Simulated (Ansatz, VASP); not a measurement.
SiNi: VASP beside Ansatz

INCAR

```
PREC = Accurate
ENCUT = 600
EDIFF = 1E-6
ISMEAR = -1
SIGMA = 0.05
LREAL = F
LASPH = T
NELM = 150
ALGO = Normal
ISIF = 3
LWAVE = F
LCHARG = F
ISPIN = 2
MAGMOM = 1 1 1 1 0 0 0 0
LORBIT = 11
LMAXMIX = 4
IBRION = 2
NSW = 80
EDIFFG = -0.005
```

KPOINTS

```
Automatic mesh
0
Gamma
  5 5 5
```

Contents of POSCAR:

```
SiNi
1.0
    4.5036940000      0.0000000000      0.0000000000
    0.0000000000      4.5036940000      0.0000000000
    0.0000000000      0.0000000000      4.5036940000
Ni Si
4 4
Direct
    0.1495040000      0.1495040000      0.1495040000
    0.6495040000      0.3504960000      0.8504960000
    0.8504960000      0.6495040000      0.3504960000
    0.3504960000      0.8504960000      0.6495040000
    0.8468300000      0.8468300000      0.8468300000
    0.3468300000      0.6531700000      0.1531700000
    0.1531700000      0.3468300000      0.6531700000
    0.6531700000      0.1531700000      0.3468300000
```

Contents of input.yaml:

```yaml
crystal:
  lattice:
    - [4.503694, 0.0, 0.0]
    - [0.0, 4.503694, 0.0]
    - [0.0, 0.0, 4.503694]
  atoms:
    - { symbol: Ni, position: [0.149504, 0.149504, 0.149504], spin: 1.0 }
    - { symbol: Ni, position: [0.649504, 0.350496, 0.850496], spin: 1.0 }
    - { symbol: Ni, position: [0.850496, 0.649504, 0.350496], spin: 1.0 }
    - { symbol: Ni, position: [0.350496, 0.850496, 0.649504], spin: 1.0 }
    - { symbol: Si, position: [0.84683, 0.84683, 0.84683] }
    - { symbol: Si, position: [0.34683, 0.65317, 0.15317] }
    - { symbol: Si, position: [0.15317, 0.34683, 0.65317] }
    - { symbol: Si, position: [0.65317, 0.15317, 0.34683] }
kpoints:
  mp_grid: { grid: [5, 5, 5] }
scf:
  occupations: { method: fermi_dirac, width: 0.05 }
hamiltonian:
  xc: lda
  pseudopotentials: { kind: all_electron, lapw: { basis_error: 0.002 } }
magnetization:
  spin_polarized: true
output:
  forces: true
  stress: true
relax:
  f_tol: 0.005
  max_steps: 60
  cell: {}
```

Alike in both runs: task relaxation of cell and atoms; functional LDA; k mesh 5 × 5 × 5; occupations fermi-dirac, width 0.05 eV; collinear spin.

|  | VASP | Ansatz |
| --- | --- | --- |
| version | VASP 6.6.1 | Ansatz 0.2.0 |
| potentials or method | VASP PAW LDA potentials, release 64 (Ni, Si), cutoff 600 eV | all-electron LAPW, scalar-relativistic |

Ansatz gave:

| Quantity | Value |
| --- | --- |
| net moment per atom (μB) | 0.00 |
| relaxed volume (Å³/atom) | 10.87 |
| relaxed length of the cell vector where the two differ most in proportion (Å) | 4.430 |

Task: Which values does VASP return?

Result: net moment per atom (μB): 0.00; relaxed volume (Å³/atom): 10.88; relaxed length of the cell vector where the two differ most in proportion (Å): 4.432.

LDA's correlation is that of Perdew and Zunger in VASP and of Perdew and Wang (1992) in Ansatz. Ansatz ran all-electron here, and VASP with PAW potentials.

Noted on Ansatz's run: the k mesh is thin for a metal, which can move the energy by tens of meV per atom.
